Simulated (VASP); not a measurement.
# Sn (I4_1/amd) in VASP: a series of runs

Sn is run at these levels: r2SCAN; tasks: single point.

Program: VASP 6.6.1. These are calculated values, not measurements. Logs are shortened: lines on timing, memory, paths and dates and some standing lists are left out, and cuts for length are marked.

### 1 The cell of the first run

It takes space group I4_1/amd (No. 141, tetragonal). The conventional cell has a = 5.586 Å, b = 5.586 Å, c = 3.279 Å, α = 90.00°, β = 90.00°, γ = 90.00°. Sn (site symmetry -4m2) has 10 Sn at 2.91 to 3.72 Å within 3.8 Å.

### 2 Single point, r2SCAN (strain -0.050 along x and y, +0.025 along z)

File POSCAR:

```
Sn
1.0
   -2.7931334325      2.7931334325      1.6392845386
    2.7931334325     -2.7931334325      1.6392845386
    2.7931334325      2.7931334325     -1.6392845386
Sn
2
Direct
    0.7500000000      0.2500000000      0.5000000000
    0.0000000000      0.0000000000      0.0000000000
```

File INCAR.step1:

```
PREC     = Accurate       # precision mode
ENCUT    = 520            # plane-wave cutoff, eV
ISMEAR   = 0              # smearing method
SIGMA    = 0.15           # smearing width, eV
LREAL    = F              # projectors in reciprocal space
LASPH    = T              # aspherical terms in the spheres
NELM     = 60             # most SCF steps
NBANDS   = 21             # bands
GGA      = PE             # functional
ALGO     = Normal         # electronic algorithm
EDIFF    = 1E-4           # SCF threshold, eV
LWAVE    = T              # write WAVECAR
LCHARG   = F              # write CHGCAR
```

File INCAR.step2:

```
PREC     = Accurate       # precision mode
ENCUT    = 520            # plane-wave cutoff, eV
EDIFF    = 1E-6           # SCF threshold, eV
ISMEAR   = 0              # smearing method
SIGMA    = 0.15           # smearing width, eV
LREAL    = F              # projectors in reciprocal space
LASPH    = T              # aspherical terms in the spheres
NELM     = 60             # most SCF steps
ALGO     = Normal         # electronic algorithm
ISIF     = 2              # what is computed and relaxed
LWAVE    = F              # write WAVECAR
LCHARG   = T              # write CHGCAR
METAGGA  = R2SCAN         # meta-GGA
LMIXTAU  = T            
LELF     = T              # ELF
LVHAR    = T            
NBANDS   = 21             # bands
ISTART   = 1
```

File KPOINTS:

```
Automatic mesh
0
Gamma
  16 16 16
```

Potentials or basis: VASP PAW PBE potentials, release 64 (Sn_d).

Launch:

```bash
cat potpaw_PBE.64/Sn_d/POTCAR > POTCAR
cp INCAR.step1 INCAR
mpirun -np 1 vasp_std > vasp.out
cp INCAR.step2 INCAR
mpirun -np 1 vasp_std > vasp.out
```

OUTCAR:

```text
PREC = Accurate
   ENCUT = 520
   EDIFF = 1E-6
   ISMEAR = 0
   LREAL = F
   LASPH = T
   NELM = 60
   ISIF = 2
   METAGGA = R2SCAN
   ISTART = 1

 ion  position               nearest neighbor table
   1  0.750  0.250  0.500-   2 2.91   2 2.91   2 2.91   2 2.91   2 3.72   2 3.72   2 3.72   2 3.72

   2  0.000  0.000  0.000-   1 2.91   1 2.91   1 2.91   1 2.91   1 3.72   1 3.72   1 3.72   1 3.72

  LATTYP: Found a body centered tetragonal cell.
 ALAT       =     5.5862668650
 C/A-ratio  =     0.5868980406

  Lattice vectors:

 A1 = (  -2.7931334325,   2.7931334325,   1.6392845386)
 A2 = (   2.7931334325,  -2.7931334325,   1.6392845386)
 A3 = (   2.7931334325,   2.7931334325,  -1.6392845386)

Analysis of symmetry for initial positions (statically):
=====================================================================
 Subroutine PRICEL returns:
 Original cell was already a primitive cell.

 Routine SETGRP: Setting up the symmetry group for a
 body centered tetragonal supercell.

 Subroutine GETGRP returns: Found 16 space group operations
 (whereof  8 operations were pure point group operations)
 out of a pool of 16 trial point group operations.

The static configuration has the point symmetry D_2d.
 The point group associated with its full space group is D_4h.

Analysis of symmetry for dynamics (positions and initial velocities):
=====================================================================
 Subroutine PRICEL returns:
 Original cell was already a primitive cell.

 Routine SETGRP: Setting up the symmetry group for a
 body centered tetragonal supercell.

 Subroutine GETGRP returns: Found 16 space group operations
 (whereof  8 operations were pure point group operations)
 out of a pool of 16 trial point group operations.

The dynamic configuration has the point symmetry D_2d.
 The point group associated with its full space group is D_4h.

 Subroutine INISYM returns: Found 16 space group operations
 (whereof  8 operations are pure point group operations),
 and found     1 'primitive' translations

----------------------------------------------------------------------------------------

                                     Primitive cell

  volume of cell :      51.1561

  direct lattice vectors                    reciprocal lattice vectors
    -2.793133432  2.793133432  1.639284539     0.000000000  0.179010424  0.305011112
     2.793133432 -2.793133432  1.639284539     0.179010424  0.000000000  0.305011112
     2.793133432  2.793133432 -1.639284539     0.179010424  0.179010424  0.000000000

  length of vectors
     4.276732695  4.276732695  4.276732695     0.353661576  0.353661576  0.253158969

  position of ions in fractional coordinates (direct lattice)
     0.750000000  0.250000000  0.500000000
     0.000000000  0.000000000  0.000000000

  ion indices of the primitive-cell ions
   primitive index   ion index
                 1           1
                 2           2

----------------------------------------------------------------------------------------

 KPOINTS: Automatic mesh

Automatic generation of k-mesh.
 Grid dimensions read from file:
 generate k-points for:   16   16   16

 Generating k-lattice:

  Cartesian coordinates                     Fractional coordinates (reciprocal lattice)
     0.000000000  0.011188151  0.019063194     0.062500000  0.000000000  0.000000000
     0.011188151  0.000000000  0.019063194     0.000000000  0.062500000  0.000000000
     0.011188151  0.011188151  0.000000000     0.000000000  0.000000000  0.062500000

  Length of vectors
     0.022103848  0.022103848  0.015822436

  Shift w.r.t. Gamma in fractional coordinates (k-lattice)
     0.000000000  0.000000000  0.000000000

 Subroutine IBZKPT returns following result:
 ===========================================

 Found    349 irreducible k-points:

 Following reciprocal coordinates:
            Coordinates               Weight
  0.000000  0.000000  0.000000      1.000000
  0.062500  0.000000 -0.000000      8.000000
  0.125000  0.000000 -0.000000      8.000000
  0.187500  0.000000 -0.000000      8.000000
  0.250000  0.000000 -0.000000      8.000000
  0.312500  0.000000  0.000000      8.000000
[... 16 lines left out ...]
 -0.125000  0.062500  0.000000     16.000000
 -0.062500  0.062500  0.000000      4.000000
 [... further k-points ...]
   k-points           NKPTS =    349   k-points in BZ     NKDIM =    349   number of bands    NBANDS=     21
   number of dos      NEDOS =    301   number of ions     NIONS =      2
   total plane-waves  NPLWV =  32768
   dimension x,y,z NGX =    32 NGY =   32 NGZ =   32
   dimension x,y,z NGXF=    64 NGYF=   64 NGZF=   64
   ions per type =               2
   NGX,Y,Z   is equivalent  to a cutoff of  12.44, 12.44, 12.44 a.u.
   NGXF,Y,Z  is equivalent  to a cutoff of  24.88, 24.88, 24.88 a.u.
 SYSTEM =  unknown system
   PREC   = accura    normal or accurate (medium, high low for compatibility)
   ISTART =      1    job   : 0-new  1-cont  2-samecut
   ICHARG =      0    charge: 1-file 2-atom 10-const
   ISPIN  =      1    spin polarized calculation?
   LNONCOLLINEAR =      F non collinear calculations
   LSORBIT =      F    spin-orbit coupling
   LASPH  =      T    aspherical Exc in radial PAW
   ENCUT  =  520.0 eV  38.22 Ry    6.18 a.u.   7.95  7.95  7.95*2*pi/ulx,y,z
   NELM   =     60;   NELMIN=  2; NELMDL=  0     # of ELM steps
   EDIFF  = 0.1E-05   stopping-criterion for ELM
   LREAL  =      F    real-space projection
   EDIFFG = 0.1E-04   stopping-criterion for IOM
   NSW    =      0    number of steps for IOM
   IBRION =     -1    ionic relax: 0-MD 1-quasi-New 2-CG
   NFREE  =      0    steps in history (QN), initial steepest desc. (CG)
   ISIF   =      2    stress and relaxation
   ISYM   =      2    0-nonsym 1-usesym 2-fastsym
   POTIM  = 0.5000    time-step for ionic-motion
   TEBEG  =    0.0;   TEEND  =   0.0 temperature during run
   PSTRESS=    0.0 pullay stress
   NELECT =      28.0000    total number of electrons
   NUPDOWN=      -1.0000    fix difference up-down
   EMIN   =  10.00;   EMAX   =-10.00  energy-range for DOS
   EFERMI =   0.00;   METHOD = LEGACY
   ISMEAR =     0;   SIGMA  =   0.15  broadening in eV -4-tet -1-fermi 0-gaus
   EFERMI_NEDOS =   21; number of points for ismear=-14 and -15
   IALGO  =     38    algorithm
   IMIX   =      4    mixing-type and parameters
     AMIX     =   0.40;   BMIX     =  1.00
     AMIX_MAG =   1.60;   BMIX_MAG =  1.00
  volume/ion in A,a.u.               =      25.58       172.61
  Fermi-wavevector in a.u.,A,eV,Ry     =   1.339147  2.530621 24.399530  1.793315
  Thomas-Fermi vector in A             =   2.467562
   LORBIT       =      0    0 simple, 1 ext, 2 COOP (PROOUT), +10 PAW based schemes
   METAGGA = R2SCAN    functional components
   LHFCALC =     F    Hartree Fock is set to
   AEXX    =    0.0000 exact exchange contribution
   IVDW    =     0    specifies the selected vdW correction
   LEPSILON=     F    determine dielectric tensor
   LRPA    =     F    only Hartree local field effects (RPA)
 non-spin polarized calculation
 Gauss-broadening in eV      SIGMA  =   0.15
  energy-cutoff  :      520.00
  volume of cell :       51.16
 maximum number of plane-waves:      1402
   NGX = 15   NGY = 15   NGZ = 15

 number of electron      27.9999986 magnetization

 Free energy of the ion-electron system (eV)
  ---------------------------------------------------
  ext. energy  EPLUGINS =         0.00000000
  ---------------------------------------------------
  free energy    TOTEN  =       -49.13959034 eV

  energy without entropy =      -49.13091247  energy(sigma->0) =      -49.13525141

 E-fermi :   8.7004     XC(G=0): -11.4426

 val. band max:        8.6993631257   @ k =  -0.0625   0.1250   0.0625
 cond. band min:       8.7022037499   @ k =  -0.0625   0.4375   0.0625
 fundamental gap:      0.0028406242
 Fermi energy:         8.7003701314

 k-point     1 :       0.0000    0.0000    0.0000
  band No.  band energies     occupation
      1     -13.8364      2.00000
      2     -13.6602      2.00000
      3     -13.6240      2.00000
      4     -13.5583      2.00000
      5     -13.4507      2.00000
      6     -13.4507      2.00000
[... 13 lines left out ...]
     20      19.5947      0.00000
     21      19.6471      0.00000

 k-point     2 :       0.0625    0.0000   -0.0000
  band No.  band energies     occupation
      1     -13.8332      2.00000
      2     -13.6563      2.00000
      3     -13.6190      2.00000
      4     -13.5528      2.00000
      5     -13.4552      2.00000
      6     -13.4528      2.00000
[... 13 lines left out ...]
     20      18.6368      0.00000
     21      18.7866      0.00000

 k-point     3 :       0.1250    0.0000   -0.0000
  band No.  band energies     occupation
      1     -13.8241      2.00000
      2     -13.6452      2.00000
      3     -13.6062      2.00000
      4     -13.5412      2.00000
      5     -13.4666      2.00000
      6     -13.4509      2.00000
[... 13 lines left out ...]
     20      17.6981      0.00000
     21      18.3036      0.00000

 k-point     4 :       0.1875    0.0000   -0.0000
  band No.  band energies     occupation
      1     -13.8100      2.00000
      2     -13.6285      2.00000
      3     -13.5914      2.00000
      4     -13.5352      2.00000
      5     -13.4812      2.00000
      6     -13.4394      2.00000
[... 13 lines left out ...]
     20      16.9723      0.00000
     21      18.4321      0.00000

 k-point     5 :       0.2500    0.0000   -0.0000
  band No.  band energies     occupation
      1     -13.7927      2.00000
      2     -13.6095      2.00000
      3     -13.5808      2.00000
      4     -13.5414      2.00000
      5     -13.4949      2.00000
      6     -13.4489      2.00000
[... 13 lines left out ...]
     20      16.4289      0.00000
     21      18.9141      0.00000

 k-point     6 :       0.3125    0.0000    0.0000
  band No.  band energies     occupation
      1     -13.7744      2.00000
      2     -13.5932      2.00000
      3     -13.5758      2.00000
      4     -13.5592      2.00000
      5     -13.5027      2.00000
      6     -13.4595      2.00000
[... 13 lines left out ...]
     20      16.0886      0.00000
     21      19.6080      0.00000

 k-point     7 :       0.3750    0.0000   -0.0000
  band No.  band energies     occupation
      1     -13.7568      2.00000
      2     -13.5909      2.00000
      3     -13.5850      2.00000
      4     -13.5647      2.00000
      5     -13.5006      2.00000
      6     -13.4689      2.00000
[... 13 lines left out ...]
     20      16.9173      0.00000
     21      20.4216      0.00000
[... 291 lines left out ...]
      1     -13.7788      2.00000
      2     -13.5975      2.00000
      3     -13.5897      2.00000
      4     -13.5640      2.00000
      5     -13.4881      2.00000
      6     -13.4547      2.00000
[... 13 lines left out ...]
     20      16.7366      0.00000
     21      18.7104      0.00000

 k-point    21 :      -0.2500    0.0625    0.0000
  band No.  band energies     occupation
      1     -13.7970      2.00000
      2     -13.6158      2.00000
      3     -13.6012      2.00000
      4     -13.5563      2.00000
      5     -13.4785      2.00000
      6     -13.4449      2.00000
[... 13 lines left out ...]
     20      17.1887      0.00000
     21      18.2560      0.00000

 k-point    22 :      -0.1875    0.0625    0.0000
  band No.  band energies     occupation
      1     -13.8132      2.00000
      2     -13.6343      2.00000
      3     -13.6141      2.00000
      4     -13.5592      2.00000
      5     -13.4673      2.00000
      6     -13.4401      2.00000
[... 13 lines left out ...]
     20      17.8060      0.00000
     21      18.2181      0.00000

 k-point    23 :      -0.1250    0.0625    0.0000
  band No.  band energies     occupation
      1     -13.8255      2.00000
      2     -13.6485      2.00000
      3     -13.6243      2.00000
      4     -13.5650      2.00000
      5     -13.4584      2.00000
      6     -13.4417      2.00000
[... 13 lines left out ...]
     20      18.5692      0.00000
     21      18.7919      0.00000

 k-point    24 :      -0.0625    0.0625    0.0000
  band No.  band energies     occupation
      1     -13.8324      2.00000
      2     -13.6562      2.00000
      3     -13.6267      2.00000
      4     -13.5645      2.00000
      5     -13.4533      2.00000
      6     -13.4446      2.00000
[... 13 lines left out ...]
     20      19.2383      0.00000
     21      19.2684      0.00000

 [... further k-points ...]

------------------------ aborting loop because EDIFF is reached ----------------------------------------

  FORCE on cell =-STRESS in cart. coord.  units (eV):
  Direction    XX          YY          ZZ          XY          YZ          ZX
  --------------------------------------------------------------------------------------
  -------------------------------------------------------------------------------------
  Total        2.3314477      2.3314477      0.6411920      0.0000000      0.0000000      0.0000000
  in kB       73.0194489     73.0194489     20.0817220      0.0000000      0.0000000      0.0000000
  external PRESSURE =      55.3735400 kB  Pullay stress =       0.0000000 kB

 VOLUME and BASIS-vectors are now :
 -----------------------------------------------------------------------------
  energy-cutoff  :      520.00
  volume of cell :       51.16
      direct lattice vectors                 reciprocal lattice vectors
    -2.793133432  2.793133432  1.639284539     0.000000000  0.179010424  0.305011112
     2.793133432 -2.793133432  1.639284539     0.179010424  0.000000000  0.305011112
     2.793133432  2.793133432 -1.639284539     0.179010424  0.179010424  0.000000000

 POSITION                                       TOTAL-FORCE (eV/Angst)
 -----------------------------------------------------------------------------------
     -0.00000      2.79313      0.81964         0.000000     -0.000000     -0.000000
      0.00000      0.00000      0.00000        -0.000000      0.000000      0.000000
 -----------------------------------------------------------------------------------
    total drift:                                0.000000     -0.000000      0.000000

  FREE ENERGIE OF THE ION-ELECTRON SYSTEM (eV)
  ---------------------------------------------------
  free  energy   TOTEN  =       -49.1395903443 eV

  energy  without entropy=      -49.1309124734  energy(sigma->0) =      -49.13525141
```

Wall time 13 min (1 thread of Intel Xeon 6975P-C (Granite Rapids), shared host); peak memory 0.4 GiB.

What came out:

```yaml
Free_energy: -49.1396 eV
Pressure: 5.5 GPa
Band_gap_on_the_k_mesh: zero (bands 14 and 15 overlap by 5.59 eV)
```

Levels at points of the mesh, in eV from the Fermi level:
```tsv
k point	band 12	band 13	band 14	band 15	band 16	band 17
(0.00, 0.00, 0.00)	-2.63	-2.05	-2.05	3.52	6.48	6.53
(0.50, 0.00, 0.00)	-6.15	-2.18	-1.78	-1.74	2.33	3.29
(0.50, 0.50, 0.00)	-9.54	0.88	0.88	2.57	2.57	5.49
(0.50, 0.50, 0.50)	-7.71	-5.37	-5.37	4.10	4.10	11.59
```

Caveat: the cell differs from its parent crystal (strain -0.050 along x and y, +0.025 along z); the stress differs along the axes, from 2 to 7 GPa; the PAW data sets were made with another functional, which shifts forces and pressure a little; spin-orbit coupling is left out, which moves the levels of the heavy elements.

(Part 1 of 2 ends here.)
